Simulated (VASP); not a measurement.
A run of VASP 6.6.1 is set up as follows.

INCAR

```
SYSTEM = Ge16N
ALGO = Normal ; EDIFF = 1E-6
ENCUT = 520 ; GGA = PS
ISIF = 2 ; ISMEAR = -1
LASPH = .TRUE. ; LCHARG = .FALSE.
LREAL = Auto ; LWAVE = .FALSE.
NBANDS = 128 ; NELM = 60
PREC = Accurate ; SIGMA = 0.05
```

File KPOINTS:

```
k-points
0
G
  2 2 2
  0 0 0
```

Contents of POSCAR:

```
Ge16N
1.0
    0.0000000000      5.6600000000      5.6600000000
    5.6600000000      0.0000000000      5.6600000000
    5.6600000000      5.6600000000      0.0000000000
Ge N
16 1
Direct
   -0.0592137809      0.0245671378     -0.0071289753
    0.1118639576      0.1446554770      0.0690371025
   -0.0402473498      0.0612544170      0.4805123675
    0.1870848057      0.0445229682      0.6668727915
   -0.0326943463      0.5035600707     -0.0011749117
    0.1407420495      0.6431978799      0.0725265018
    0.0978356890      0.4477120141      0.4423409894
    0.0740636042      0.6928798587      0.5860954064
    0.4808745583      0.0123409894     -0.0323763251
    0.5174911661      0.1144346290      0.1847526502
    0.5924028269     -0.0604770318      0.5089045936
    0.5893992933      0.2155477032      0.6059893993
    0.5168816254      0.4860865724     -0.0064222615
    0.6021731449      0.6187455830      0.1584275618
    0.4482067138      0.5844257951      0.5235247350
    0.7101060071      0.5628268551      0.6313957597
    0.1419522968      0.2111219081      0.3812455830
```

Potentials or basis: VASP PAW PBE potentials, release 64 (Ge_d, N).

Run with:

```console
$ cat potpaw_PBE.64/Ge_d/POTCAR potpaw_PBE.64/N/POTCAR > POTCAR
$ mpirun -np 1 vasp_std > vasp.out
```

Estimate the largest force.

1.987 eV/Å.

Estimate the pressure.

0.0 GPa.

Forces on the atoms (eV/Å):
```
Ge   0.221 -0.124 -1.055
Ge   0.202  0.349 -0.607
Ge   0.010 -0.447  1.316
Ge  -1.469 -0.169  1.328
Ge   0.182 -0.192  1.625
Ge  -0.056 -0.531 -0.193
Ge  -0.124 -0.575 -0.701
Ge   0.260  1.146 -0.496
Ge  -0.276  0.747 -0.495
Ge   0.440 -0.413  0.643
Ge   1.172 -0.387 -0.089
Ge  -0.816  0.135 -0.846
Ge   0.393  0.488 -0.704
Ge  -0.131 -1.131  0.392
Ge   0.020 -0.060  0.181
Ge  -0.399 -0.210  0.179
N    0.371  1.374 -0.479
```

Caveat: the k points lie up to 0.48 Å⁻¹ apart, too coarse for converged energies and pressures of a metal; the PAW data sets were made with another functional, which shifts forces and pressure a little; an odd number of electrons without spin polarisation forces a metal; a magnetic or distorted state may lie lower.
